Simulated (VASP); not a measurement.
Crystal: HfO2.

```
CELL_PARAMETERS angstrom
-0.03524 2.49394 2.49394
2.49394 -0.03524 2.49394
2.49394 2.49394 -0.03524
ATOMIC_POSITIONS crystal
Hf 0.00000 0.00000 0.00000
O 0.25119 0.25119 0.25119
O 0.74881 0.74881 0.74881
```

This cell differs from its parent crystal: strain along [111] -2.1%.

Base run:

- Program: VASP 6.6.1
- Functional: r2SCAN
- Potentials or basis: VASP PAW PBE potentials, release 64 (Hf_pv, O)
- Cutoff: 520 eV
- k mesh: 8 × 8 × 8
- Occupations: gaussian, width 0.01 eV
- Spin: no spin polarisation

Its results: band gap on the k mesh 4.38 eV, direct; pressure 1.9 GPa; largest force 0.015 eV/Å.

The run is repeated on the same cell with these changes: functional from r2SCAN to PBE; occupations from gaussian, width 0.01 eV to fermi-dirac, width 0.02 eV. What comes out?

Band gap on the k mesh 3.88 eV, direct; pressure 8.0 GPa; largest force 0.005 eV/Å.

Caveats: spin-orbit coupling is left out, which moves the levels of the heavy elements; the PAW data sets were made with another functional, which shifts forces and pressure a little (some runs).

A k mesh can miss the band edges.
